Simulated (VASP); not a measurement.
CuF: single point with PBE

Crystal: CuF.

```xyz
2
Lattice="2.7922 0.0000 0.0000 0.0000 2.7922 0.0000 0.0000 0.0000 2.7946" Properties=species:S:1:pos:R:3 pbc="T T T"
Cu    0.0000    0.0000    0.0000
F     1.3961    1.3961    1.3973
```

| Quantity | Value |
| --- | --- |
| Program | VASP 6.6.1 |
| Task | single point |
| Functional | PBE |
| Potentials or basis | VASP PAW PBE potentials, release 64 (Cu, F) |
| Cutoff | 520 eV |
| k mesh | 8 × 8 × 6 |
| Occupations | gaussian, width 0.1 eV |
| Spin | collinear spin, ferromagnetic start |
| Starting moments | [1.0, 0.0] μB |

```json
{
  "Pressure": "-0.1 GPa",
  "Band gap on the k mesh": "zero (filled and empty bands overlap)",
  "Net moment": "0.00 μB per cell",
  "Valence electrons inside the program's atomic spheres": "Cu 9.74; F 6.02"
}
```

Levels at points of the mesh, in eV from the Fermi level:
Spin up:
```
           k point  band 6  band 7  band 8  band 9  band 10  band 11  band 12  band 13
(0.00, 0.00, 0.00)   -1.76   -1.76   -0.36   -0.36    -0.35    15.02    15.04    16.40
(0.50, 0.00, 0.00)   -0.43   -0.31   -0.19   -0.19     4.07     4.54    16.23    16.26
(0.50, 0.50, 0.00)   -1.18   -0.72   -0.72   -0.04     4.73     8.28     8.28    14.49
(0.00, 0.00, 0.50)   -0.44   -0.30   -0.19   -0.19     4.07     4.53    16.25    16.25
(0.50, 0.00, 0.50)   -1.18   -0.71   -0.71   -0.05     4.72     8.27     8.28    14.49
(0.50, 0.50, 0.50)   -0.08   -0.07   -0.03   -0.02     6.80     6.80     6.81    10.78
```
Spin down:
| k point | band 7 | band 8 | band 9 | band 10 | band 11 | band 12 |
| --- | --- | --- | --- | --- | --- | --- |
| (0.00, 0.00, 0.00) | -1.76 | -0.36 | -0.36 | -0.35 | 15.02 | 15.04 |
| (0.50, 0.00, 0.00) | -0.31 | -0.19 | -0.19 | 4.07 | 4.54 | 16.23 |
| (0.50, 0.50, 0.00) | -0.71 | -0.71 | -0.04 | 4.73 | 8.28 | 8.28 |
| (0.00, 0.00, 0.50) | -0.30 | -0.19 | -0.19 | 4.07 | 4.53 | 16.25 |
| (0.50, 0.00, 0.50) | -0.71 | -0.71 | -0.05 | 4.72 | 8.27 | 8.28 |
| (0.50, 0.50, 0.50) | -0.07 | -0.03 | -0.02 | 6.80 | 6.80 | 6.81 |

It took 36 s on 1 thread of Intel(R) Xeon(R) Platinum 8488C (Sapphire Rapids), with other jobs on the host, peak memory 0.17 GiB.

Caveat: the k points lie up to 0.37 Å⁻¹ apart; semilocal functionals often make such compounds metallic where correlation or magnetic order opens a gap, which also shifts bond lengths. With open d or f shells a metallic result of PBE can be an artefact of self-interaction; +U or a hybrid may open a gap.
